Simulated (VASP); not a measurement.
Wanted: the native input for a VASP 6.6.1 run.

- Task: single point
- Functional: PBE
- Potentials or basis: VASP PAW PBE potentials, release 64 (Al, N)
- Cutoff: 520 eV
- k mesh: 9 × 9 × 4
- Occupations: gaussian, width 0.01 eV
- Spin: no spin polarisation
- Dipole correction: no
- Further INCAR settings: ALGO = Normal; EDIFF = 1e-07; NBANDS = 16

The structure of AlN lies in POSCAR:

```
AlN
1.0
    3.0986261118      0.0000000000      0.0000000000
   -1.5493130559      2.6834889297      0.0000000000
    0.0000000000      0.0000000000      4.9673023850
Al N
2 2
Direct
    0.3333333333      0.6666666667     -0.0007707944
    0.6666666667      0.3333333333      0.4992292056
    0.3333333333      0.6666666667      0.3807707944
    0.6666666667      0.3333333333      0.8807707944
```

This cell differs from its parent crystal: volume changed by -3%.

The input as run:

INCAR

```
SYSTEM = AlN
ALGO = Normal ; EDIFF = 1E-7
ENCUT = 520 ; GGA = PE
ISIF = 2 ; ISMEAR = 0
LASPH = .TRUE. ; LCHARG = .FALSE.
LREAL = .FALSE. ; LWAVE = .FALSE.
NBANDS = 16 ; NELM = 100
PREC = Accurate ; SIGMA = 0.01
```

KPOINTS

```
k-points
0
G
  9 9 4
  0 0 0
```

Potentials or basis: VASP PAW PBE potentials, release 64 (Al, N).

Run with:

```sh
$ cat potpaw_PBE.64/Al/POTCAR potpaw_PBE.64/N/POTCAR > POTCAR
$ mpirun -np 1 vasp_std > vasp.out
```

It gave:

The pressure is 6.0 GPa. The largest force is 0.011 eV/Å. The band gap on the k mesh is 4.31 eV, direct.

It took 34 s on 1 thread of Intel(R) Xeon(R) Platinum 8259CL CPU @ 2.50GHz (Skylake/Cascade Lake), with other jobs on the host, peak memory 0.16 GiB.
